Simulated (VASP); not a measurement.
# SnTe (Pm-3m) in VASP: further runs, part 2 of 2

VASP 6.6.1. The steps go on from the part before.

## Step 3: Relaxation of cell and atoms, PBEsol

Contents of INCAR:

```
SYSTEM = SnTe
  ALGO = Normal
  EDIFF = 1E-6
  EDIFFG = -0.01
  ENCUT = 600
  GGA = PS
  IBRION = 2
  ISIF = 3
  ISMEAR = -1
  LASPH = .True.
  LCHARG = .False.
  LREAL = .False.
  LWAVE = .False.
  NELM = 100
  NSW = 60
  PREC = Accurate
  SIGMA = 0.05
```

Contents of KPOINTS:

```
k-points
0
Gamma
  7 7 7
  0 0 0
```

Contents of POSCAR:

```
SnTe
1.0
    3.9047000000      0.0000000000      0.0000000000
    0.0000000000      3.9047000000      0.0000000000
    0.0000000000      0.0000000000      3.9047000000
Te Sn
1 1
Direct
    0.5000000000      0.5000000000      0.5000000000
    0.0000000000      0.0000000000      0.0000000000
```

Potentials or basis: VASP PAW PBE potentials, release 64 (Te, Sn_d).

Run with:

```
> cat potpaw_PBE.64/Te/POTCAR potpaw_PBE.64/Sn_d/POTCAR > POTCAR
> mpirun -np 1 vasp_std > vasp.out
```

OUTCAR:

```text
SYSTEM = SnTe
   EDIFF = 1E-6
   EDIFFG = -0.01
   ENCUT = 600
   GGA = PS
   IBRION = 2
   ISIF = 3
   ISMEAR = -1
   LASPH = .True.
   LREAL = .False.
   NELM = 100
   NSW = 60
   PREC = Accurate

 ion  position               nearest neighbor table
   1  0.500  0.500  0.500-   2 3.38   2 3.38   2 3.38   2 3.38   2 3.38   2 3.38   2 3.38   2 3.38

   2  0.000  0.000  0.000-   1 3.38   1 3.38   1 3.38   1 3.38   1 3.38   1 3.38   1 3.38   1 3.38

  LATTYP: Found a simple cubic cell.
 ALAT       =     3.9047000000

  Lattice vectors:

 A1 = (   3.9047000000,   0.0000000000,   0.0000000000)
 A2 = (   0.0000000000,   3.9047000000,   0.0000000000)
 A3 = (   0.0000000000,   0.0000000000,   3.9047000000)

Analysis of symmetry for initial positions (statically):
=====================================================================
 Subroutine PRICEL returns:
 Original cell was already a primitive cell.

 Routine SETGRP: Setting up the symmetry group for a
 simple cubic supercell.

 Subroutine GETGRP returns: Found 48 space group operations
 (whereof 48 operations were pure point group operations)
 out of a pool of 48 trial point group operations.

The static configuration has the point symmetry O_h .

Analysis of symmetry for dynamics (positions and initial velocities):
=====================================================================
 Subroutine PRICEL returns:
 Original cell was already a primitive cell.

 Routine SETGRP: Setting up the symmetry group for a
 simple cubic supercell.

 Subroutine GETGRP returns: Found 48 space group operations
 (whereof 48 operations were pure point group operations)
 out of a pool of 48 trial point group operations.

The dynamic configuration has the point symmetry O_h .

 Subroutine INISYM returns: Found 48 space group operations
 (whereof 48 operations are pure point group operations),
 and found     1 'primitive' translations

[... 103 lines left out ...]
   EFERMI =   0.00;   METHOD = LEGACY
   ISMEAR =    -1;   SIGMA  =   0.05  broadening in eV -4-tet -1-fermi 0-gaus
   EFERMI_NEDOS =   21; number of points for ismear=-14 and -15
   IALGO  =     38    algorithm
   IMIX   =      4    mixing-type and parameters
     AMIX     =   0.40;   BMIX     =  1.00
     AMIX_MAG =   1.60;   BMIX_MAG =  1.00
  volume/ion in A,a.u.               =      29.77       200.88
  Fermi-wavevector in a.u.,A,eV,Ry     =   1.138057  2.150615 17.621893  1.295173
  Thomas-Fermi vector in A             =   2.274761
   LORBIT       =      0    0 simple, 1 ext, 2 COOP (PROOUT), +10 PAW based schemes
   GGA     = PS    functional components
   LHFCALC =     F    Hartree Fock is set to
   AEXX    =    0.0000 exact exchange contribution
   IVDW    =     0    specifies the selected vdW correction
   LEPSILON=     F    determine dielectric tensor
   LRPA    =     F    only Hartree local field effects (RPA)
 conjugate gradient relaxation of ions
 non-spin polarized calculation
  energy-cutoff  :      600.00
  volume of cell :       59.53
 maximum number of plane-waves:      2001
 NGX is ok and might be reduce to    32
   NGX = 15   NGY = 15   NGZ = 15

--------------------------------------- Ionic step        1  -------------------------------------------

 number of electron      19.9999995 magnetization

 Free energy of the ion-electron system (eV)
  ---------------------------------------------------
  ext. energy  EPLUGINS =         0.00000000
  ---------------------------------------------------
  free energy    TOTEN  =        -7.89812450 eV

  energy without entropy =       -7.87933480  energy(sigma->0) =       -7.88872965

------------------------ aborting loop because EDIFF is reached ----------------------------------------

  FORCE on cell =-STRESS in cart. coord.  units (eV):
  Direction    XX          YY          ZZ          XY          YZ          ZX
  --------------------------------------------------------------------------------------
  -------------------------------------------------------------------------------------
  Total       -1.4111119     -1.4111119     -1.4111119      0.0000000      0.0000000      0.0000000
  in kB      -37.9759825    -37.9759825    -37.9759825      0.0000000      0.0000000      0.0000000
  external PRESSURE =     -37.9759825 kB  Pullay stress =       0.0000000 kB
[... 59 lines left out ...]
--------------------------------------- Ionic step        3  -------------------------------------------

 number of electron      20.0000005 magnetization

 Free energy of the ion-electron system (eV)
  ---------------------------------------------------
  ext. energy  EPLUGINS =         0.00000000
  ---------------------------------------------------
  free energy    TOTEN  =        -7.96944452 eV

  energy without entropy =       -7.95963180  energy(sigma->0) =       -7.96453816

 E-fermi :   8.0391     XC(G=0): -10.4432

 val. band max:        8.0203994693   @ k =   0.4286   0.2857   0.0000
 cond. band min:       8.0920490750   @ k =   0.2857   0.1429   0.0000
 fundamental gap:      0.0716496057
 Fermi energy:         8.0390567515

 k-point     1 :       0.0000    0.0000    0.0000
  band No.  band energies     occupation
      1     -13.3597      2.00000
      2     -13.3597      2.00000
      3     -13.3096      2.00000
      4     -13.3096      2.00000
      5     -13.3096      2.00000
      6      -4.9588      2.00000
      7       3.0424      2.00000
      8       6.0943      2.00000
      9       6.0943      2.00000
     10       6.0943      2.00000
     11      11.4122      0.00000
     12      11.4122      0.00000
     13      14.0578      0.00000
     14      14.0578      0.00000
[... 350 lines left out ...]
  FREE ENERGIE OF THE ION-ELECTRON SYSTEM (eV)
  ---------------------------------------------------
  free  energy   TOTEN  =        -7.9694445247 eV

  energy  without entropy=       -7.9596317975  energy(sigma->0) =       -7.96453816

 reached required accuracy - stopping structural energy minimisation
```

OSZICAR:

```text
N       E                     dE             d eps       ncg     rms          rms(c)
DAV:   1     0.126672095816E+03    0.12667E+03   -0.10671E+04   566   0.183E+03
DAV:   2     0.290012917074E+01   -0.12377E+03   -0.12225E+03   584   0.389E+02
DAV:   3    -0.766818377254E+01   -0.10568E+02   -0.10334E+02   716   0.986E+01
[... 23 lines left out ...]
DAV:   2    -0.797301141831E+01    0.13954E-01   -0.23599E-02   686   0.270E+00    0.327E-01
DAV:   3    -0.796960160521E+01    0.34098E-02   -0.10263E-02   724   0.163E+00    0.714E-02
DAV:   4    -0.796950923319E+01    0.92372E-04   -0.21541E-04   560   0.155E-01    0.803E-02
DAV:   5    -0.796944545279E+01    0.63780E-04   -0.44350E-05   702   0.684E-02    0.123E-02
DAV:   6    -0.796944452475E+01    0.92805E-06   -0.32249E-06   674   0.306E-02
   3 F= -.79694445E+01 E0= -.79645382E+01  d E =-.713200E-01
```

It took 71 s on 1 thread of AMD EPYC 7R13, shared host; peak memory 0.17 GiB.

What came out:

```
Free energy                           : -7.9694 eV
Relaxed volume                        : 27.11 Å³/atom
Relaxed cell                          : a = 3.785 Å, b = 3.785 Å, c = 3.785 Å, α = 90.00°, β = 90.00°, γ = 90.00°
Space group after relaxing (to 0.1 Å) : Pm-3m (No. 221)
Energy gained by relaxing             : 35.7 meV/atom
Ionic steps                           : 3
Pressure after relaxing               : 0.0 GPa
Band gap on the k mesh                : zero (bands 10 and 11 overlap by 1.49 eV)
```

The path:
```tsv
step	energy change (eV)	largest force (eV/Å)	pressure (GPa)	volume (Å³)
1	0.0000	0.0000	-3.80	59.53
2	-0.0703	0.0000	0.61	53.66
3	-0.0713	0.0000	0.00	54.22
```

Final structure:
```cif
data_structure
_symmetry_space_group_name_H-M 'P 1'
_symmetry_Int_Tables_number 1
_cell_length_a 3.7849
_cell_length_b 3.7849
_cell_length_c 3.7849
_cell_angle_alpha 90.000
_cell_angle_beta 90.000
_cell_angle_gamma 90.000
_cell_volume 54.22
loop_
_atom_site_label
_atom_site_type_symbol
_atom_site_fract_x
_atom_site_fract_y
_atom_site_fract_z
_atom_site_occupancy
Te1 Te 0.50000 0.50000 0.50000 1
Sn1 Sn 0.00000 0.00000 0.00000 1
```

Levels at points of the mesh, in eV from the Fermi level:
```tsv
k point	band 8	band 9	band 10	band 11	band 12	band 13
(0.00, 0.00, 0.00)	-1.94	-1.94	-1.94	3.37	3.37	6.02
```

Caveat: the PAW data sets were made with another functional, which shifts forces and pressure a little; spin-orbit coupling is left out, which moves the levels of the heavy elements.

## Step 4: Single point, LDA, non-collinear spin, zero start, spin-orbit coupling

Contents of INCAR:

```
SYSTEM = SnTe
ALGO = Normal
EDIFF = 1E-6
ENCUT = 520
GGA = CA
GGA_COMPAT = .FALSE.
ISIF = 2
ISMEAR = -1
LASPH = .TRUE.
LCHARG = .FALSE.
LORBIT = 11
LORBMOM = .TRUE.
LREAL = .FALSE.
LSORBIT = .TRUE.
LWAVE = .FALSE.
MAGMOM = 0 0 0 0 0 0
NBANDS = 32
NELM = 150
PREC = Accurate
SIGMA = 0.05
```

Contents of KPOINTS:

```
k-points
0
G
  5 5 5
  0 0 0
```

POSCAR is that of step 3.

Potentials or basis: VASP PAW LDA potentials, release 64 (Te, Sn_d).

Run with:

```
> cat potpaw_LDA.64/Te/POTCAR potpaw_LDA.64/Sn_d/POTCAR > POTCAR
> mpirun -np 1 vasp_ncl > vasp.out
```

Run time: 61 s. Hardware: 1 thread of AMD EPYC 7R13, shared host; peak memory 0.2 GiB.

It converged, with:

| Item | Value |
| --- | --- |
| Free energy | -8.5120 eV |
| Pressure | -4.0 GPa |
| Net moment | 0.00 μB per cell |
| Valence electrons inside the program's atomic spheres | Te 3.34; Sn 12.04 |

Moments on the atoms (μB; x, y, z):
```
Te  0.00 0.00 0.00
Sn  0.00 0.00 0.00
```

Caveat: the cell stands under tension.

## Step 5: The runs side by side

```tsv
task	level	potentials or basis	spin	cell	k mesh	cutoff (eV)	gap on the mesh (eV)	pressure (GPa)	relaxed volume (Å³/atom)
relaxation of cell and atoms	LDA	VASP PAW LDA potentials, release 64 (Te, Sn_d)	off	relaxed	7 × 7 × 7	600	none	0.0	26.55
relaxation of cell and atoms	PBEsol	VASP PAW PBE potentials, release 64 (Te, Sn_d)	off	relaxed	7 × 7 × 7	600	none	0.0	27.11
single point	LDA	VASP PAW LDA potentials, release 64 (Te, Sn_d)	non-collinear, zero start, SOC	as given	5 × 5 × 5	520	-	-4.0	-
```

Alike in all rows: smearing fermi-dirac 0.05 eV.

Caveats: spin-orbit coupling is left out, which moves the levels of the heavy elements (at least some runs); the PAW data sets were made with another functional, which shifts forces and pressure a little (at least some runs); the cell stands under tension (at least some runs).

Total energies depend on the potentials used, so only differences within one code and one set of settings carry meaning.
